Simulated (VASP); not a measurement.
# Pd (Fm-3m) in VASP: single point with PBEsol

Aim: the single point of Pd with PBEsol.

Everything below comes from runs of VASP 6.6.1. Logs are shortened: lines on timing, memory, paths and dates and some standing lists are left out, and cuts for length are marked.

## 1. The cell of the first run

Symmetry: Fm-3m, No. 225, cubic system. Conventional cell: a = 3.875 Å, b = 3.875 Å, c = 3.875 Å, α = 90.00°, β = 90.00°, γ = 90.00°. Within 3.6 Å of Pd (site symmetry m-3m) lie 12 Pd at 2.74 Å.

## 2. Single point, PBEsol

Input file INCAR:

```
ALGO = Normal
EDIFF = 1E-6
ENCUT = 500
GGA = PS
GGA_COMPAT = False
ISIF = 2
ISMEAR = 0
LASPH = True
LCHARG = False
LREAL = False
LWAVE = False
NBANDS = 11
NELM = 120
PREC = Accurate
SIGMA = 0.1
```

Input file KPOINTS:

```
k-points
0
Gamma
  18 18 18
```

Input file POSCAR:

```
Pd
1.0
    0.0000000000      1.9374501483      1.9374501483
    1.9374501483      0.0000000000      1.9374501483
    1.9374501483      1.9374501483      0.0000000000
Pd
1
Direct
    0.0000000000      0.0000000000      0.0000000000
```

Potentials or basis: VASP PAW PBE potentials, release 64 (Pd).

On the command line:

```sh
cat potpaw_PBE.64/Pd/POTCAR > POTCAR
mpirun -np 1 vasp_std > vasp.out
```

OUTCAR:

```text
EDIFF = 1E-6
   ENCUT = 500
   GGA = PS
   ISIF = 2
   ISMEAR = 0
   LASPH = True
   LREAL = False
   NELM = 120
   PREC = Accurate

 ion  position               nearest neighbor table
   1  0.000  0.000  0.000-

  LATTYP: Found a face centered cubic cell.
 ALAT       =     3.8749002966

  Lattice vectors:

 A1 = (   0.0000000000,   1.9374501483,   1.9374501483)
 A2 = (   1.9374501483,   0.0000000000,   1.9374501483)
 A3 = (   1.9374501483,   1.9374501483,   0.0000000000)

Analysis of symmetry for initial positions (statically):
=====================================================================
 Subroutine PRICEL returns:
 Original cell was already a primitive cell.

 Routine SETGRP: Setting up the symmetry group for a
 face centered cubic supercell.

 Subroutine GETGRP returns: Found 48 space group operations
 (whereof 48 operations were pure point group operations)
 out of a pool of 48 trial point group operations.

The static configuration has the point symmetry O_h .

Analysis of symmetry for dynamics (positions and initial velocities):
=====================================================================
 Subroutine PRICEL returns:
 Original cell was already a primitive cell.

 Routine SETGRP: Setting up the symmetry group for a
 face centered cubic supercell.

 Subroutine GETGRP returns: Found 48 space group operations
 (whereof 48 operations were pure point group operations)
 out of a pool of 48 trial point group operations.

The dynamic configuration has the point symmetry O_h .

 Subroutine INISYM returns: Found 48 space group operations
 (whereof 48 operations are pure point group operations),
 and found     1 'primitive' translations

----------------------------------------------------------------------------------------

                                     Primitive cell

  volume of cell :      14.5453

  direct lattice vectors                    reciprocal lattice vectors
     0.000000000  1.937450148  1.937450148    -0.258071156  0.258071156  0.258071156
     1.937450148  0.000000000  1.937450148     0.258071156 -0.258071156  0.258071156
     1.937450148  1.937450148  0.000000000     0.258071156  0.258071156 -0.258071156

  length of vectors
     2.739968276  2.739968276  2.739968276     0.446992355  0.446992355  0.446992355

  position of ions in fractional coordinates (direct lattice)
     0.000000000  0.000000000  0.000000000

  ion indices of the primitive-cell ions
   primitive index   ion index
                 1           1

----------------------------------------------------------------------------------------

 KPOINTS: k-points

Automatic generation of k-mesh.
 Grid dimensions read from file:
 generate k-points for:   18   18   18

 Generating k-lattice:

  Cartesian coordinates                     Fractional coordinates (reciprocal lattice)
    -0.014337286  0.014337286  0.014337286     0.055555556  0.000000000  0.000000000
     0.014337286 -0.014337286  0.014337286     0.000000000  0.055555556  0.000000000
     0.014337286  0.014337286 -0.014337286     0.000000000  0.000000000  0.055555556

  Length of vectors
     0.024832909  0.024832909  0.024832909

  Shift w.r.t. Gamma in fractional coordinates (k-lattice)
     0.000000000  0.000000000  0.000000000

 Subroutine IBZKPT returns following result:
 ===========================================

 Found    195 irreducible k-points:

 Following reciprocal coordinates:
            Coordinates               Weight
  0.000000  0.000000  0.000000      1.000000
  0.055556  0.000000  0.000000      8.000000
  0.111111  0.000000  0.000000      8.000000
  0.166667  0.000000  0.000000      8.000000
  0.222222  0.000000  0.000000      8.000000
  0.277778  0.000000  0.000000      8.000000
[... 16 lines left out ...]
 -0.277778  0.055556  0.000000     24.000000
 -0.222222  0.055556  0.000000     24.000000
 [... further k-points ...]
   k-points           NKPTS =    195   k-points in BZ     NKDIM =    195   number of bands    NBANDS=     11
   number of dos      NEDOS =    301   number of ions     NIONS =      1
   total plane-waves  NPLWV =   8000
   dimension x,y,z NGX =    20 NGY =   20 NGZ =   20
   dimension x,y,z NGXF=    40 NGYF=   40 NGZF=   40
   ions per type =               1
   NGX,Y,Z   is equivalent  to a cutoff of  12.13, 12.13, 12.13 a.u.
   NGXF,Y,Z  is equivalent  to a cutoff of  24.27, 24.27, 24.27 a.u.
 SYSTEM =  unknown system
   PREC   = accura    normal or accurate (medium, high low for compatibility)
   ISTART =      0    job   : 0-new  1-cont  2-samecut
   ICHARG =      2    charge: 1-file 2-atom 10-const
   ISPIN  =      1    spin polarized calculation?
   LNONCOLLINEAR =      F non collinear calculations
   LSORBIT =      F    spin-orbit coupling
   LASPH  =      T    aspherical Exc in radial PAW
   ENCUT  =  500.0 eV  36.75 Ry    6.06 a.u.   5.00  5.00  5.00*2*pi/ulx,y,z
   NELM   =    120;   NELMIN=  2; NELMDL= -5     # of ELM steps
   EDIFF  = 0.1E-05   stopping-criterion for ELM
   LREAL  =      F    real-space projection
   EDIFFG = 0.1E-04   stopping-criterion for IOM
   NSW    =      0    number of steps for IOM
   IBRION =     -1    ionic relax: 0-MD 1-quasi-New 2-CG
   NFREE  =      0    steps in history (QN), initial steepest desc. (CG)
   ISIF   =      2    stress and relaxation
   ISYM   =      2    0-nonsym 1-usesym 2-fastsym
   POTIM  = 0.5000    time-step for ionic-motion
   TEBEG  =    0.0;   TEEND  =   0.0 temperature during run
   PSTRESS=    0.0 pullay stress
   NELECT =      10.0000    total number of electrons
   NUPDOWN=      -1.0000    fix difference up-down
   EMIN   =  10.00;   EMAX   =-10.00  energy-range for DOS
   EFERMI =   0.00;   METHOD = LEGACY
   ISMEAR =     0;   SIGMA  =   0.10  broadening in eV -4-tet -1-fermi 0-gaus
   EFERMI_NEDOS =   21; number of points for ismear=-14 and -15
   IALGO  =     38    algorithm
   IMIX   =      4    mixing-type and parameters
     AMIX     =   0.40;   BMIX     =  1.00
     AMIX_MAG =   1.60;   BMIX_MAG =  1.00
  volume/ion in A,a.u.               =      14.55        98.16
  Fermi-wavevector in a.u.,A,eV,Ry     =   1.444888  2.730443 28.404916  2.087702
  Thomas-Fermi vector in A             =   2.563132
   LORBIT       =      0    0 simple, 1 ext, 2 COOP (PROOUT), +10 PAW based schemes
   GGA     = PS    functional components
   LHFCALC =     F    Hartree Fock is set to
   AEXX    =    0.0000 exact exchange contribution
   IVDW    =     0    specifies the selected vdW correction
   LEPSILON=     F    determine dielectric tensor
   LRPA    =     F    only Hartree local field effects (RPA)
 non-spin polarized calculation
 Gauss-broadening in eV      SIGMA  =   0.10
  energy-cutoff  :      500.00
  volume of cell :       14.55
 maximum number of plane-waves:       380
   NGX =  9   NGY =  9   NGZ =  9

 number of electron      10.0000002 magnetization

 Free energy of the ion-electron system (eV)
  ---------------------------------------------------
  ext. energy  EPLUGINS =         0.00000000
  ---------------------------------------------------
  free energy    TOTEN  =        -5.96943420 eV

  energy without entropy =       -5.95793323  energy(sigma->0) =       -5.96368372

 E-fermi :   9.8617     XC(G=0): -13.4674

 val. band max:        9.8604665721   @ k =  -0.4444   0.3889   0.1111
 cond. band min:       9.8623115952   @ k =   0.5000   0.1111   0.0000
 fundamental gap:      0.0018450231
 Fermi energy:         9.8616957329

 k-point     1 :       0.0000    0.0000    0.0000
  band No.  band energies     occupation
      1       2.5090      2.00000
      2       6.9396      2.00000
      3       6.9396      2.00000
      4       6.9396      2.00000
      5       8.6104      2.00000
      6       8.6104      2.00000
      7      26.9910      0.00000
      8      31.8419      0.00000
      9      31.8419      0.00000
     10      31.8419      0.00000
     11      35.9072      0.00000

 k-point     2 :       0.0556    0.0000    0.0000
  band No.  band energies     occupation
      1       2.6230      2.00000
      2       6.8977      2.00000
      3       6.9798      2.00000
      4       6.9798      2.00000
      5       8.5905      2.00000
      6       8.5905      2.00000
      7      27.1170      0.00000
      8      31.0799      0.00000
      9      31.9761      0.00000
     10      31.9761      0.00000
     11      35.9531      0.00000

 k-point     3 :       0.1111    0.0000    0.0000
  band No.  band energies     occupation
      1       2.9522      2.00000
      2       6.7930      2.00000
      3       7.0851      2.00000
      4       7.0851      2.00000
      5       8.5487      2.00000
      6       8.5487      2.00000
      7      27.4056      0.00000
      8      29.5360      0.00000
      9      32.3578      0.00000
     10      32.3578      0.00000
     11      36.2929      0.00000

 k-point     4 :       0.1667    0.0000    0.0000
  band No.  band energies     occupation
      1       3.4494      2.00000
      2       6.6934      2.00000
      3       7.2035      2.00000
      4       7.2035      2.00000
      5       8.5414      2.00000
      6       8.5414      2.00000
      7      27.1466      0.00000
      8      28.3290      0.00000
      9      32.9158      0.00000
     10      32.9158      0.00000
     11      36.0710      0.00000
[... 239 lines left out ...]
 k-point    22 :      -0.3333    0.0556    0.0000
  band No.  band energies     occupation
      1       4.5901      2.00000
      2       7.0299      2.00000
      3       7.1156      2.00000
      4       8.0590      2.00000
      5       9.1421      2.00000
      6       9.8736      0.86602
      7      20.7556      0.00000
      8      27.1547      0.00000
      9      31.0512      0.00000
     10      33.1363      0.00000
     11      35.8810      0.00000

 k-point    23 :      -0.2778    0.0556    0.0000
  band No.  band energies     occupation
      1       4.5421      2.00000
      2       7.0834      2.00000
      3       7.2303      2.00000
      4       7.2964      2.00000
      5       8.7761      2.00000
      6       9.3941      2.00000
      7      22.7941      0.00000
      8      27.6749      0.00000
      9      31.6999      0.00000
     10      34.6276      0.00000
     11      35.0480      0.00000

 k-point    24 :      -0.2222    0.0556    0.0000
  band No.  band energies     occupation
      1       4.2483      2.00000
      2       6.6972      2.00000
      3       7.2735      2.00000
      4       7.3103      2.00000
      5       8.4812      2.00000
      6       9.0213      2.00000
      7      24.8369      0.00000
      8      28.0905      0.00000
      9      32.1551      0.00000
     10      34.4947      0.00000
     11      34.9254      0.00000

 [... further k-points ...]

------------------------ aborting loop because EDIFF is reached ----------------------------------------

  FORCE on cell =-STRESS in cart. coord.  units (eV):
  Direction    XX          YY          ZZ          XY          YZ          ZX
  --------------------------------------------------------------------------------------
  -------------------------------------------------------------------------------------
  Total       -0.0243518     -0.0243518     -0.0243518      0.0000000      0.0000000     -0.0000000
  in kB       -2.6823730     -2.6823730     -2.6823730      0.0000000      0.0000000     -0.0000000
  external PRESSURE =      -2.6823730 kB  Pullay stress =       0.0000000 kB

 VOLUME and BASIS-vectors are now :
 -----------------------------------------------------------------------------
  energy-cutoff  :      500.00
  volume of cell :       14.55
      direct lattice vectors                 reciprocal lattice vectors
     0.000000000  1.937450148  1.937450148    -0.258071156  0.258071156  0.258071156
     1.937450148  0.000000000  1.937450148     0.258071156 -0.258071156  0.258071156
     1.937450148  1.937450148  0.000000000     0.258071156  0.258071156 -0.258071156

 POSITION                                       TOTAL-FORCE (eV/Angst)
 -----------------------------------------------------------------------------------
      0.00000      0.00000      0.00000         0.000000     -0.000000      0.000000
 -----------------------------------------------------------------------------------
    total drift:                                0.000000      0.000000      0.000000

  FREE ENERGIE OF THE ION-ELECTRON SYSTEM (eV)
  ---------------------------------------------------
  free  energy   TOTEN  =        -5.9694342039 eV

  energy  without entropy=       -5.9579332265  energy(sigma->0) =       -5.96368372
```

Run time: 9.4 s. Hardware: 1 thread of Intel Xeon 6975P-C (Granite Rapids), shared host; peak memory 0.14 GiB.

What came out:

| Property | Result |
| --- | --- |
| Free energy | -5.9694 eV |
| Pressure | -0.3 GPa |
| Band gap on the k mesh | zero (bands 5 and 6 overlap by 1.62 eV) |

Caveat: the PAW data sets were made with another functional, which shifts forces and pressure a little.
